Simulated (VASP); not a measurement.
Set up this calculation in VASP 6.6.1, as the native input.

```yaml
Task: single point
Functional: r2SCAN
Potentials_or_basis: VASP PAW PBE potentials, release 64 (Hf_pv, O)
Cutoff: 520 eV
k_mesh: 6 × 6 × 8
Occupations: gaussian, width 0.02 eV
Spin: no spin polarisation
Dipole_correction: no
Further_INCAR_settings: ALGO = Normal; EDIFF = 1e-07; NBANDS = 31
```

The system is HfO2.

```
CELL_PARAMETERS angstrom
4.74144 0.00000 0.00000
0.00000 4.74144 0.00000
0.00000 0.00000 3.26395
ATOMIC_POSITIONS crystal
Hf 0.00000 0.00000 0.00000
Hf 0.50000 0.50000 0.50000
O 0.19396 0.80604 0.50000
O 0.30604 0.30604 0.00000
O 0.69396 0.69396 0.00000
O 0.80604 0.19396 0.50000
```

This cell differs from its parent crystal: biaxial strain in the a-b plane: -2.0 %, then relaxed in part.

One way to write it, as run:

POSCAR

```
HfO2
1.0
    4.7414395631      0.0000000000      0.0000000000
    0.0000000000      4.7414395631      0.0000000000
    0.0000000000      0.0000000000      3.2639546188
Hf O
2 4
Direct
    0.0000000000      0.0000000000      0.0000000000
    0.5000000000      0.5000000000      0.5000000000
    0.1939622332      0.8060377668      0.5000000000
    0.3060377668      0.3060377668      0.0000000000
    0.6939622332      0.6939622332      0.0000000000
    0.8060377668      0.1939622332      0.5000000000
```

INCAR.step1

```
  ALGO = Normal
  EDIFF = 1E-4
  ENCUT = 520
  GGA = PE
  ISMEAR = 0
  LASPH = True
  LCHARG = False
  LREAL = False
  LWAVE = True
  NBANDS = 31
  NELM = 80
  PREC = Accurate
  SIGMA = 0.02
```

INCAR.step2

```
  ALGO = Normal
  EDIFF = 1E-7
  ENCUT = 520
  ISIF = 2
  ISMEAR = 0
  ISTART = 1
  LASPH = True
  LCHARG = False
  LMIXTAU = True
  LREAL = False
  LWAVE = False
  METAGGA = R2SCAN
  NBANDS = 31
  NELM = 80
  PREC = Accurate
  SIGMA = 0.02
```

KPOINTS

```
k-points
0
Gamma
  6 6 8
```

Potentials or basis: VASP PAW PBE potentials, release 64 (Hf_pv, O).

Launch:

```sh
$ cat potpaw_PBE.64/Hf_pv/POTCAR potpaw_PBE.64/O/POTCAR > POTCAR
$ cp INCAR.step1 INCAR
$ mpirun -np 1 vasp_std > vasp.out
$ cp INCAR.step2 INCAR
$ mpirun -np 1 vasp_std > vasp.out
```

Results of the run:

- Pressure: 2.1 GPa
- Largest force: 0.035 eV/Å
- Band gap on the k mesh: 4.60 eV

Caveat: the cell differs from its parent crystal (biaxial strain in the a-b plane: -2.0 %, then relaxed in part); the stress differs along the axes, from -4 to 5 GPa; the PAW data sets were made with another functional, which shifts forces and pressure a little; spin-orbit coupling is left out, which moves the levels of the heavy elements.

Run time: 3.5 min on 1 thread of Intel(R) Xeon(R) Platinum 8375C CPU @ 2.90GHz (Ice Lake), on a shared host, peak memory 0.24 GiB.
